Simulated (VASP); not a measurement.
# Cd (P6/mmm) in VASP: further runs

Runs on Cd. Level: PBE. Tasks: single point.

All numbers are computed with VASP 6.6.1; they aren't measurements. Logs are shortened: lines on timing, memory, paths and dates and some standing lists are left out, and cuts for length are marked.

## Step 1: The cell of the first run

It takes space group P6/mmm (No. 191, hexagonal). Conventional cell: a = 3.792 Å, b = 3.792 Å, c = 2.280 Å, α = 90.00°, β = 90.00°, γ = 120.00°. Cd (site symmetry 6/mmm) has 14 Cd at 2.28 to 2.47 Å within 3.0 Å. Cd (site symmetry -6m2) has 11 Cd at 2.19 to 2.47 Å within 2.9 Å.

## Step 2: Single point, PBE

File INCAR:

```
ALGO = Normal ; EDIFF = 1E-6
ENCUT = 520 ; GGA = PE
ISIF = 2 ; ISMEAR = -1
LASPH = True ; LCHARG = True
LELF = True ; LREAL = False
LVHAR = True ; LWAVE = False
NBANDS = 25 ; NELM = 100
PREC = Accurate ; SIGMA = 0.08
```

File KPOINTS:

```
k-points
0
Gamma
  7 7 10
```

File POSCAR:

```
Cd
1.0
    3.7915226366      0.0000000000      0.0000000000
   -1.8957613183      3.2835549223      0.0000000000
    0.0000000000      0.0000000000      2.2795050903
Cd
3
Direct
    0.0000000000      0.0000000000      0.0000000000
    0.3333333333      0.6666666667      0.5000000000
    0.6666666667      0.3333333333      0.5000000000
```

Potentials or basis: VASP PAW PBE potentials, release 64 (Cd).

Started as:

```sh
$ cat potpaw_PBE.64/Cd/POTCAR > POTCAR
$ mpirun -np 1 vasp_std > vasp.out
```

OUTCAR:

```text
EDIFF = 1E-6
   ENCUT = 520
   GGA = PE
   ISIF = 2
   ISMEAR = -1
   LASPH = True
   LREAL = False
   NELM = 100
   PREC = Accurate

 ion  position               nearest neighbor table
   1  0.000  0.000  0.000-   2 2.47   3 2.47   2 2.47   3 2.47   2 2.47   2 2.47   3 2.47   3 2.47
                             3 2.47   3 2.47   2 2.47   2 2.47
   2  0.333  0.667  0.500-   3 2.19   3 2.19   3 2.19   1 2.47   1 2.47   1 2.47   1 2.47   1 2.47
                             1 2.47   3 3.16   3 3.16   3 3.16   3 3.16   3 3.16   3 3.16
   3  0.667  0.333  0.500-   2 2.19   2 2.19   2 2.19   1 2.47   1 2.47   1 2.47   1 2.47   1 2.47
                             1 2.47   2 3.16   2 3.16   2 3.16   2 3.16   2 3.16   2 3.16

  LATTYP: Found a hexagonal cell.
 ALAT       =     3.7915226366
 C/A-ratio  =     0.6012109933

  Lattice vectors:

 A1 = (   3.7915226366,   0.0000000000,   0.0000000000)
 A2 = (  -1.8957613183,   3.2835549223,   0.0000000000)
 A3 = (   0.0000000000,   0.0000000000,   2.2795050903)

Analysis of symmetry for initial positions (statically):
=====================================================================
 Subroutine PRICEL returns:
 Original cell was already a primitive cell.

 Routine SETGRP: Setting up the symmetry group for a
 hexagonal supercell.

 Subroutine GETGRP returns: Found 24 space group operations
 (whereof 24 operations were pure point group operations)
 out of a pool of 24 trial point group operations.

The static configuration has the point symmetry D_6h.

Analysis of symmetry for dynamics (positions and initial velocities):
=====================================================================
 Subroutine PRICEL returns:
 Original cell was already a primitive cell.

 Routine SETGRP: Setting up the symmetry group for a
 hexagonal supercell.

 Subroutine GETGRP returns: Found 24 space group operations
 (whereof 24 operations were pure point group operations)
 out of a pool of 24 trial point group operations.

The dynamic configuration has the point symmetry D_6h.

 Subroutine INISYM returns: Found 24 space group operations
 (whereof 24 operations are pure point group operations),
 and found     1 'primitive' translations

----------------------------------------------------------------------------------------

                                     Primitive cell

  volume of cell :      28.3791

  direct lattice vectors                    reciprocal lattice vectors
     3.791522637  0.000000000  0.000000000     0.263746282  0.152273987  0.000000000
    -1.895761318  3.283554922  0.000000000     0.000000000  0.304547974  0.000000000
     0.000000000  0.000000000  2.279505090     0.000000000  0.000000000  0.438691716

  length of vectors
     3.791522637  3.791522637  2.279505090     0.304547974  0.304547974  0.438691716

  position of ions in fractional coordinates (direct lattice)
     0.000000000  0.000000000  0.000000000
     0.333333333  0.666666667  0.500000000
     0.666666667  0.333333333  0.500000000

  ion indices of the primitive-cell ions
   primitive index   ion index
                 1           1
                 2           2
                 3           3

----------------------------------------------------------------------------------------

 KPOINTS: k-points

Automatic generation of k-mesh.
 Grid dimensions read from file:
 generate k-points for:    7    7   10

 Generating k-lattice:

  Cartesian coordinates                     Fractional coordinates (reciprocal lattice)
     0.037678040  0.021753427  0.000000000     0.142857143  0.000000000  0.000000000
     0.000000000  0.043506853  0.000000000     0.000000000  0.142857143  0.000000000
     0.000000000  0.000000000  0.043869172     0.000000000  0.000000000  0.100000000

  Length of vectors
     0.043506853  0.043506853  0.043869172

  Shift w.r.t. Gamma in fractional coordinates (k-lattice)
     0.000000000  0.000000000  0.000000000

 Subroutine IBZKPT returns following result:
 ===========================================

 Found     48 irreducible k-points:

 Following reciprocal coordinates:
            Coordinates               Weight
  0.000000  0.000000  0.000000      1.000000
  0.142857  0.000000  0.000000      6.000000
  0.285714  0.000000  0.000000      6.000000
  0.428571  0.000000  0.000000      6.000000
  0.142857  0.142857  0.000000      6.000000
  0.285714  0.142857  0.000000     12.000000
[... 16 lines left out ...]
  0.428571  0.142857  0.200000     12.000000
  0.285714  0.285714  0.200000     12.000000
 [... further k-points ...]
   k-points           NKPTS =     48   k-points in BZ     NKDIM =     48   number of bands    NBANDS=     25
   number of dos      NEDOS =    301   number of ions     NIONS =      3
   total plane-waves  NPLWV =  14112
   dimension x,y,z NGX =    28 NGY =   28 NGZ =   18
   dimension x,y,z NGXF=    56 NGYF=   56 NGZF=   36
   ions per type =               3
   NGX,Y,Z   is equivalent  to a cutoff of  12.28, 12.28, 13.13 a.u.
   NGXF,Y,Z  is equivalent  to a cutoff of  24.55, 24.55, 26.26 a.u.
 SYSTEM =  unknown system
   PREC   = accura    normal or accurate (medium, high low for compatibility)
   ISTART =      0    job   : 0-new  1-cont  2-samecut
   ICHARG =      2    charge: 1-file 2-atom 10-const
   ISPIN  =      1    spin polarized calculation?
   LNONCOLLINEAR =      F non collinear calculations
   LSORBIT =      F    spin-orbit coupling
   LASPH  =      T    aspherical Exc in radial PAW
   ENCUT  =  520.0 eV  38.22 Ry    6.18 a.u.   7.05  7.05  4.24*2*pi/ulx,y,z
   NELM   =    100;   NELMIN=  2; NELMDL= -5     # of ELM steps
   EDIFF  = 0.1E-05   stopping-criterion for ELM
   LREAL  =      F    real-space projection
   EDIFFG = 0.1E-04   stopping-criterion for IOM
   NSW    =      0    number of steps for IOM
   IBRION =     -1    ionic relax: 0-MD 1-quasi-New 2-CG
   NFREE  =      0    steps in history (QN), initial steepest desc. (CG)
   ISIF   =      2    stress and relaxation
   ISYM   =      2    0-nonsym 1-usesym 2-fastsym
   POTIM  = 0.5000    time-step for ionic-motion
   TEBEG  =    0.0;   TEEND  =   0.0 temperature during run
   PSTRESS=    0.0 pullay stress
   NELECT =      36.0000    total number of electrons
   NUPDOWN=      -1.0000    fix difference up-down
   EMIN   =  10.00;   EMAX   =-10.00  energy-range for DOS
   EFERMI =   0.00;   METHOD = LEGACY
   ISMEAR =    -1;   SIGMA  =   0.08  broadening in eV -4-tet -1-fermi 0-gaus
   EFERMI_NEDOS =   21; number of points for ismear=-14 and -15
   IALGO  =     38    algorithm
   IMIX   =      4    mixing-type and parameters
     AMIX     =   0.40;   BMIX     =  1.00
     AMIX_MAG =   1.60;   BMIX_MAG =  1.00
  volume/ion in A,a.u.               =       9.46        63.84
  Fermi-wavevector in a.u.,A,eV,Ry     =   1.772187  3.348947 42.731084  3.140646
  Thomas-Fermi vector in A             =   2.838629
   LORBIT       =      0    0 simple, 1 ext, 2 COOP (PROOUT), +10 PAW based schemes
   GGA     = PE    functional components
   LHFCALC =     F    Hartree Fock is set to
   AEXX    =    0.0000 exact exchange contribution
   IVDW    =     0    specifies the selected vdW correction
   LEPSILON=     F    determine dielectric tensor
   LRPA    =     F    only Hartree local field effects (RPA)
 non-spin polarized calculation
  energy-cutoff  :      520.00
  volume of cell :       28.38
 maximum number of plane-waves:       774
   NGX = 15   NGY = 15   NGZ =  9

 number of electron      35.9999993 magnetization

 Free energy of the ion-electron system (eV)
  ---------------------------------------------------
  ext. energy  EPLUGINS =         0.00000000
  ---------------------------------------------------
  free energy    TOTEN  =        21.93398737 eV

  energy without entropy =       21.95205204  energy(sigma->0) =       21.94301971

 E-fermi :  15.5442     XC(G=0): -16.1756

 val. band max:       15.5186748284   @ k =   0.2857   0.0000   0.5000
 cond. band min:      15.5916437064   @ k =   0.2857   0.2857   0.5000
 fundamental gap:      0.0729688779
 Fermi energy:        15.5441595752

 k-point     1 :       0.0000    0.0000    0.0000
  band No.  band energies     occupation
      1      -5.0949      2.00000
      2      -4.6199      2.00000
      3      -2.0437      2.00000
      4      -1.9556      2.00000
      5      -1.6573      2.00000
      6      -1.6573      2.00000
[... 17 lines left out ...]
     24      30.8492      0.00000
     25      32.5669      0.00000

 k-point     2 :       0.1429    0.0000    0.0000
  band No.  band energies     occupation
      1      -4.7788      2.00000
      2      -4.4439      2.00000
      3      -2.8092      2.00000
      4      -2.3817      2.00000
      5      -2.2240      2.00000
      6      -1.9722      2.00000
[... 17 lines left out ...]
     24      30.2221      0.00000
     25      31.4260      0.00000

 k-point     3 :       0.2857    0.0000    0.0000
  band No.  band energies     occupation
      1      -4.3139      2.00000
      2      -3.8769      2.00000
      3      -3.6117      2.00000
      4      -2.7679      2.00000
      5      -2.5346      2.00000
      6      -2.1572      2.00000
[... 17 lines left out ...]
     24      28.5061      0.00000
     25      30.2176      0.00000

 k-point     4 :       0.4286    0.0000    0.0000
  band No.  band energies     occupation
      1      -4.6190      2.00000
      2      -3.5379      2.00000
      3      -3.0879      2.00000
      4      -2.9450      2.00000
      5      -2.8626      2.00000
      6      -1.9006      2.00000
[... 17 lines left out ...]
     24      28.0543      0.00000
     25      30.2639      0.00000

 k-point     5 :       0.1429    0.1429    0.0000
  band No.  band energies     occupation
      1      -4.3970      2.00000
      2      -4.0174      2.00000
      3      -3.3554      2.00000
      4      -3.0907      2.00000
      5      -2.4187      2.00000
      6      -2.0323      2.00000
[... 17 lines left out ...]
     24      28.9151      0.00000
     25      30.5172      0.00000

 k-point     6 :       0.2857    0.1429    0.0000
  band No.  band energies     occupation
      1      -4.4356      2.00000
      2      -3.7146      2.00000
      3      -3.4901      2.00000
      4      -3.0213      2.00000
      5      -2.7216      2.00000
      6      -2.2877      2.00000
[... 17 lines left out ...]
     24      29.2396      0.00000
     25      29.6441      0.00000
[... 393 lines left out ...]
 k-point    21 :       0.1429    0.1429    0.2000
  band No.  band energies     occupation
      1      -3.6939      2.00000
      2      -3.2002      2.00000
      3      -3.1987      2.00000
      4      -2.8386      2.00000
      5      -2.0361      2.00000
      6      -1.8001      2.00000
[... 17 lines left out ...]
     24      27.9197      0.00000
     25      28.1134      0.00000

 k-point    22 :       0.2857    0.1429    0.2000
  band No.  band energies     occupation
      1      -3.8686      2.00000
      2      -3.1812      2.00000
      3      -3.0026      2.00000
      4      -2.6935      2.00000
      5      -1.6742      2.00000
      6      -1.5512      2.00000
[... 17 lines left out ...]
     24      27.0459      0.00000
     25      27.3374      0.00000

 k-point    23 :       0.4286    0.1429    0.2000
  band No.  band energies     occupation
      1      -4.0160      2.00000
      2      -3.1314      2.00000
      3      -2.7442      2.00000
      4      -2.6033      2.00000
      5      -1.7498      2.00000
      6      -1.7422      2.00000
[... 17 lines left out ...]
     24      27.2523      0.00000
     25      29.3055      0.00000

 k-point    24 :       0.2857    0.2857    0.2000
  band No.  band energies     occupation
      1      -4.0496      2.00000
      2      -3.0655      2.00000
      3      -2.8888      2.00000
      4      -2.5593      2.00000
      5      -1.8268      2.00000
      6      -1.7350      2.00000
[... 17 lines left out ...]
     24      25.6936      0.00000
     25      29.8014      0.00000

 [... further k-points ...]

------------------------ aborting loop because EDIFF is reached ----------------------------------------

  FORCE on cell =-STRESS in cart. coord.  units (eV):
  Direction    XX          YY          ZZ          XY          YZ          ZX
  --------------------------------------------------------------------------------------
  -------------------------------------------------------------------------------------
  Total       84.2619281     84.2619281     84.0026439      0.0000000      0.0000000      0.0000000
  in kB     4757.1130315   4757.1130315   4742.4748147      0.0000000      0.0000000      0.0000000
  external PRESSURE =    4752.2336259 kB  Pullay stress =       0.0000000 kB

 VOLUME and BASIS-vectors are now :
 -----------------------------------------------------------------------------
  energy-cutoff  :      520.00
  volume of cell :       28.38
      direct lattice vectors                 reciprocal lattice vectors
     3.791522637  0.000000000  0.000000000     0.263746282  0.152273987  0.000000000
    -1.895761318  3.283554922  0.000000000     0.000000000  0.304547974  0.000000000
     0.000000000  0.000000000  2.279505090     0.000000000  0.000000000  0.438691716

 POSITION                                       TOTAL-FORCE (eV/Angst)
 -----------------------------------------------------------------------------------
      0.00000      0.00000      0.00000         0.000000      0.000000      0.000000
     -0.00000      2.18904      1.13975         0.000000     -0.000000      0.000000
      1.89576      1.09452      1.13975        -0.000000      0.000000     -0.000000
 -----------------------------------------------------------------------------------
    total drift:                                0.000000      0.000000     -0.000000

  FREE ENERGIE OF THE ION-ELECTRON SYSTEM (eV)
  ---------------------------------------------------
  free  energy   TOTEN  =        21.9339873745 eV

  energy  without entropy=       21.9520520402  energy(sigma->0) =       21.94301971
```

Wall time 46 s (1 thread of AMD EPYC 7R13, shared host); peak memory 0.12 GiB.

What came out:

```yaml
Free_energy: 21.9340 eV
Pressure: 475.2 GPa
Band_gap_on_the_k_mesh: zero (band 18 reaches 18.19 eV, above the bottom of band 19 at 14.79 eV)
```

(Continued in part 2 of 2.)
